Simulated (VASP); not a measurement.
Write the native input for VASP 6.6.1 that does the following.

```yaml
Task: relaxation of shape and atoms at fixed volume
Functional: PBEsol
Potentials_or_basis: VASP PAW PBE potentials, release 64 (Ga_d)
Cutoff: 600 eV
k_mesh: 20 × 20 × 20
Occupations: gaussian, width 0.1 eV
Spin: no spin polarisation
Dipole_correction: no
Further_INCAR_settings: ALGO = Fast; EDIFF = 1e-06; IBRION = 2; EDIFFG = -0.01; NSW = 50; ISIF = 4
```

The structure of Ga lies in POSCAR:

```
Ga
1.0
   -1.3446587716      1.3446587716      2.1566615293
    1.3446587716     -1.3446587716      2.1566615293
    1.3446587716      1.3446587716     -2.1566615293
Ga
1
Direct
    0.0000000000      0.0000000000      0.0000000000
```

This cell differs from its parent crystal: volume scaled by 0.88.

The input as run:

INCAR

```
PREC = Accurate
ENCUT = 600
EDIFF = 1E-6
ISMEAR = 0
SIGMA = 0.1
LREAL = F
LASPH = T
NELM = 100
ALGO = Fast
ISIF = 4
LWAVE = F
LCHARG = F
GGA = PS
IBRION = 2
NSW = 50
EDIFFG = -0.01
```

KPOINTS

```
Automatic mesh
0
Gamma
  20 20 20
```

Potentials or basis: VASP PAW PBE potentials, release 64 (Ga_d).

Command:

```sh
$ cat potpaw_PBE.64/Ga_d/POTCAR > POTCAR
$ mpirun -np 1 vasp_std > vasp.out
```

It gave:

- Energy gained by relaxing: 0.1 meV/atom
- Ionic steps: 3
- Pressure after relaxing: 10.4 GPa

Caveat: the PAW data sets were made with another functional, which shifts forces and pressure a little.

It took 63 s on 1 thread of Intel(R) Xeon(R) 6975P-C (Granite Rapids) (shared host), peak memory 0.25 GiB.
